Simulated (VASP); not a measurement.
CaO: single point with r2SCAN

Crystal: CaO.

```xyz
4
Lattice="3.8998 0.0000 0.0000 -1.9499 3.3773 0.0000 0.0000 0.0000 4.6727" Properties=species:S:1:pos:R:3 pbc="T T T"
Ca    0.0000    2.2515    1.1682
Ca    1.9499    1.1258    3.5046
O     1.9499    1.1258    1.1682
O     0.0000    2.2515    3.5046
```

```json
{
  "Program": "VASP 6.6.1",
  "Task": "single point",
  "Functional": "r2SCAN",
  "Potentials or basis": "VASP PAW PBE potentials, release 64 (Ca_sv, O)",
  "Cutoff": "520 eV",
  "k mesh": "6 × 6 × 4",
  "Occupations": "gaussian, width 0.01 eV",
  "Spin": "no spin polarisation"
}
```

```
Pressure               : 7.9 GPa
Band gap on the k mesh : 3.83 eV
```

Stress tensor (GPa, compression positive):
```
7.58 0.00 0.00
0.00 7.58 0.00
0.00 0.00 8.41
```

Levels at points of the mesh, in eV from the valence-band top:
```
           k point  band 12  band 13  band 14  band 15  band 16  band 17  band 18  band 19  band 20  band 21
(0.00, 0.00, 0.00)    -1.30    -1.28    -1.28    -1.03     0.00     3.83     6.97     6.97     8.78     8.81
(0.50, 0.00, 0.00)    -1.12    -0.85    -0.82    -0.60    -0.41     5.24     5.90     5.96     8.65     8.68
(0.00, 0.00, 0.50)    -1.68    -1.42    -1.42    -1.42    -1.42     5.68     5.68     8.81     8.81     8.81
(0.50, 0.00, 0.50)    -2.17    -1.17    -1.17    -0.78    -0.78     5.98     5.98     8.27     8.27     9.01
```

Run time: 55 s on 1 thread of Intel(R) Xeon(R) 6975P-C (Granite Rapids) (shared host), peak memory 0.19 GiB.

Caveat: the cell stands under pressure; the PAW data sets were made with another functional, which shifts forces and pressure a little.
